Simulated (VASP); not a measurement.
# MnF2 (Fd-3m) in VASP: further runs, part 2 of 2

VASP 6.6.1. Earlier steps stand in the parts before.

### 3 Relaxation of cell and atoms, PBE, collinear spin, antiferromagnetic start

The input, INCAR:

```
SYSTEM = MnF2
PREC = Accurate ; ENCUT = 600
EDIFF = 1E-6 ; ISMEAR = 0
SIGMA = 0.02 ; LREAL = .False.
LASPH = .True. ; NELM = 150
ALGO = Normal ; ISIF = 3
LWAVE = .False. ; LCHARG = .False.
ISPIN = 2 ; MAGMOM = 4.33 -4.33 0 0 0 0
LORBIT = 11 ; LMAXMIX = 4
GGA = PE ; IBRION = 2
NSW = 100 ; EDIFFG = -0.01
```

The input, KPOINTS:

```
regular mesh
0
Gamma
  4 4 4
  0 0 0
```

The input, POSCAR:

```
MnF2
1.0
    0.0000000000      4.5858922036      4.5858922036
    4.5858922036      0.0000000000      4.5858922036
    4.5858922036      4.5858922036      0.0000000000
Mn F
2 4
Direct
    0.5000000000      0.5000000000      0.5000000000
    0.2500000000      0.2500000000      0.2500000000
    0.3750000152      0.3750000152      0.8749999544
    0.8749999544      0.3750000152      0.3750000152
    0.3750000152      0.3750000152      0.3750000152
    0.3750000152      0.8749999544      0.3750000152
```

Potentials or basis: VASP PAW PBE potentials, release 64 (Mn_pv, F).

Started as:

```bash
> cat potpaw_PBE.64/Mn_pv/POTCAR potpaw_PBE.64/F/POTCAR > POTCAR
> mpirun -np 1 vasp_std > vasp.out
```

OUTCAR:

```text
SYSTEM = MnF2
   PREC = Accurate
   ENCUT = 600
   EDIFF = 1E-6
   ISMEAR = 0
   LREAL = .False.
   LASPH = .True.
   NELM = 150
   ISIF = 3
   ISPIN = 2
   LORBIT = 11
   GGA = PE
   IBRION = 2
   NSW = 100
   EDIFFG = -0.01

 ion  position               nearest neighbor table
   1  0.500  0.500  0.500-   5 1.99   3 1.99   4 1.99   6 1.99
   2  0.250  0.250  0.250-   3 1.99   4 1.99   6 1.99   5 1.99
   3  0.375  0.375  0.875-   1 1.99   2 1.99
   4  0.875  0.375  0.375-   1 1.99   2 1.99
   5  0.375  0.375  0.375-   1 1.99   2 1.99
   6  0.375  0.875  0.375-   1 1.99   2 1.99

  LATTYP: Found a face centered cubic cell.
 ALAT       =     9.1717844072

  Lattice vectors:

 A1 = (   0.0000000000,   4.5858922036,   4.5858922036)
 A2 = (   4.5858922036,   0.0000000000,   4.5858922036)
 A3 = (   4.5858922036,   4.5858922036,   0.0000000000)

Analysis of symmetry for initial positions (statically):
=====================================================================
 Subroutine PRICEL returns:
 Original cell was already a primitive cell.

 Routine SETGRP: Setting up the symmetry group for a
 face centered cubic supercell.

 Subroutine GETGRP returns: Found 48 space group operations
 (whereof 24 operations were pure point group operations)
 out of a pool of 48 trial point group operations.

The static configuration has the point symmetry T_d .
 The point group associated with its full space group is O_h .

Analysis of symmetry for dynamics (positions and initial velocities):
=====================================================================
 Subroutine PRICEL returns:
 Original cell was already a primitive cell.

 Routine SETGRP: Setting up the symmetry group for a
 face centered cubic supercell.

 Subroutine GETGRP returns: Found 48 space group operations
 (whereof 24 operations were pure point group operations)
 out of a pool of 48 trial point group operations.

[... 218 lines left out ...]
 k-point     1 :       0.0000    0.0000    0.0000
  band No.  band energies     occupation
      1     -51.3087      1.00000
      2     -51.3087      1.00000
      3     -51.3087      1.00000
      4     -46.4870      1.00000
      5     -46.4869      1.00000
      6     -46.4869      1.00000
[... 269 lines left out ...]
     31       1.4318      0.00000
     32       1.4702      0.00000
 Fermi energy:        -2.3406268635

 spin component 2

 k-point     1 :       0.0000    0.0000    0.0000
  band No.  band energies     occupation
      1     -51.3087      1.00000
      2     -51.3087      1.00000
      3     -51.3087      1.00000
      4     -46.4870      1.00000
      5     -46.4870      1.00000
      6     -46.4870      1.00000
[... 269 lines left out ...]
     31       1.4318      0.00000
     32       1.4702      0.00000

------------------------ aborting loop because EDIFF is reached ----------------------------------------

  FORCE on cell =-STRESS in cart. coord.  units (eV):
  Direction    XX          YY          ZZ          XY          YZ          ZX
  --------------------------------------------------------------------------------------
  -------------------------------------------------------------------------------------
  Total        0.0061322      0.0061322      0.0061322     -0.0000000      0.0000000     -0.0000000
  in kB        0.0508066      0.0508066      0.0508066     -0.0000000      0.0000000     -0.0000000
  external PRESSURE =       0.0508066 kB  Pullay stress =       0.0000000 kB

 VOLUME and BASIS-vectors are now :
 -----------------------------------------------------------------------------
  energy-cutoff  :      600.00
  volume of cell :      193.38
      direct lattice vectors                 reciprocal lattice vectors
     0.000000000  4.589788424  4.589788424    -0.108937483  0.108937483  0.108937483
     4.589788424  0.000000000  4.589788424     0.108937483 -0.108937483  0.108937483
     4.589788424  4.589788424  0.000000000     0.108937483  0.108937483 -0.108937483

 POSITION                                       TOTAL-FORCE (eV/Angst)
 -----------------------------------------------------------------------------------
      4.58979      4.58979      4.58979         0.000000      0.000000      0.000000
      2.29489      2.29489      2.29489         0.000000      0.000000      0.000000
      5.73724      5.73724      3.44234         0.000000     -0.000000      0.000000
      3.44234      5.73724      5.73724         0.000000      0.000000      0.000000
      3.44234      3.44234      3.44234        -0.000000      0.000000     -0.000000
      5.73724      3.44234      5.73724        -0.000000     -0.000000     -0.000000
 -----------------------------------------------------------------------------------
    total drift:                               -0.000000     -0.000000     -0.000000

  FREE ENERGIE OF THE ION-ELECTRON SYSTEM (eV)
  ---------------------------------------------------
  free  energy   TOTEN  =       -38.7990205746 eV

  energy  without entropy=      -38.7990205746  energy(sigma->0) =      -38.79902057

 reached required accuracy - stopping structural energy minimisation

 total charge

# of ion       s       p       d       tot
------------------------------------------
    1        0.174   6.172   4.982  11.328
    2        0.174   6.172   4.982  11.328
    3        1.727   4.364   0.000   6.091
    4        1.727   4.364   0.000   6.091
    5        1.727   4.364   0.000   6.091
    6        1.727   4.364   0.000   6.091
--------------------------------------------------
tot          7.257  29.800   9.963  47.020

 magnetization (x)

# of ion       s       p       d       tot
------------------------------------------
    1        0.012   0.034   4.406   4.451
    2       -0.012  -0.034  -4.406  -4.451
    3        0.000   0.000   0.000   0.000
    4        0.000   0.000   0.000   0.000
    5        0.000   0.000   0.000   0.000
    6        0.000   0.000   0.000   0.000
--------------------------------------------------
tot          0.000   0.000   0.000   0.000
```

Wall time 4 min (1 thread of Intel Xeon 6975P-C (Granite Rapids), shared host); peak memory 0.54 GiB.

What came out:

- Free energy: -38.7990 eV
- Relaxed volume: 32.23 Å³/atom
- Relaxed cell: a = 6.491 Å, b = 6.491 Å, c = 6.491 Å, α = 60.00°, β = 60.00°, γ = 60.00°
- Space group after relaxing (to 0.05 Å): Fd-3m (No. 227)
- Energy gained by relaxing: 0.0 meV/atom
- Ionic steps: 2
- Pressure after relaxing: 0.0 GPa
- Band gap on the k mesh: 2.88 eV, indirect (least direct gap 2.94 eV)
- Net moment: 0.00 μB per cell
- Site moments: Mn +4.45, -4.45; F +0.00 μB
- Valence electrons inside the program's atomic spheres: Mn 11.33; F 6.09

Step by step:
```csv
step,energy change (eV),largest force (eV/Å),pressure (GPa),volume (Å³)
1,0.0000,0.0000,0.09,192.89
2,-0.0001,0.0000,0.01,193.38
```

Final structure:
```xyz
6
Lattice="0.0000 4.5898 4.5898 4.5898 0.0000 4.5898 4.5898 4.5898 0.0000" Properties=species:S:1:pos:R:3 pbc="T T T"
Mn    4.5898    4.5898    4.5898
Mn    2.2949    2.2949    2.2949
F     5.7372    5.7372    3.4423
F     3.4423    5.7372    5.7372
F     3.4423    3.4423    3.4423
F     5.7372    3.4423    5.7372
```

A k mesh can miss the band edges. PBE gaps usually lie below the measured ones, often by a third to a half.
